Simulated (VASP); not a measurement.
The system is PtS2.

```
Pt S
1.0
     1.69200    0.97688    5.50900
    -1.69200    0.97688    5.50900
     0.00000   -1.95375    5.50900
Pt S
1 2
Direct
  0.00000 0.00000 0.00000
  0.75101 0.75101 0.75101
  0.24899 0.24899 0.24899
```

| Property | Result |
| --- | --- |
| Program | VASP 6.6.1 |
| Task | relaxation of cell and atoms |
| Functional | PBE |
| Dispersion | D3(BJ) |
| Potentials or basis | VASP PAW PBE potentials, release 64 (Pt, S) |
| Cutoff | 600 eV |
| k mesh | 6 × 6 × 6 |
| Occupations | gaussian, width 0.1 eV |
| Spin | no spin polarisation |

At the start: pressure 1.2 GPa; volume 18.21 Å³/atom.

Problem. How do energy, volume and symmetry change on relaxing?

Solution. Over 10 steps the energy falls by 73.2 meV/atom and the volume is 19.31 Å³/atom (+6.0 %); space group R-3m (No. 166, to 0.05 Å).

Step by step:
```
step  energy change (eV)  largest force (eV/Å)  pressure (GPa)  volume (Å³)
   1              0.0000                0.9259            1.24        54.63
   2             -0.1740                0.4861            0.54        55.68
   3             -0.2105                0.1390           -0.04        56.40
   4             -0.2106                0.1569           -0.01        56.36
   5             -0.2134                0.0343            0.80        56.37
   6             -0.2138                0.0261            1.21        56.37
   7             -0.2150                0.0228            1.04        56.54
   8             -0.2178                0.0134            0.57        57.06
   9             -0.2194                0.0076           -0.31        58.11
  10             -0.2195                0.0033           -0.17        57.93
```

Final structure:
```cif
data_structure
_symmetry_space_group_name_H-M 'P 1'
_symmetry_Int_Tables_number 1
_cell_length_a 5.7040
_cell_length_b 5.7040
_cell_length_c 5.7040
_cell_angle_alpha 36.204
_cell_angle_beta 36.204
_cell_angle_gamma 36.204
_cell_volume 57.93
loop_
_atom_site_label
_atom_site_type_symbol
_atom_site_fract_x
_atom_site_fract_y
_atom_site_fract_z
_atom_site_occupancy
Pt1 Pt 0.00000 0.00000 0.00000 1
S1 S 0.74379 0.74379 0.74379 1
S2 S 0.25621 0.25621 0.25621 1
```
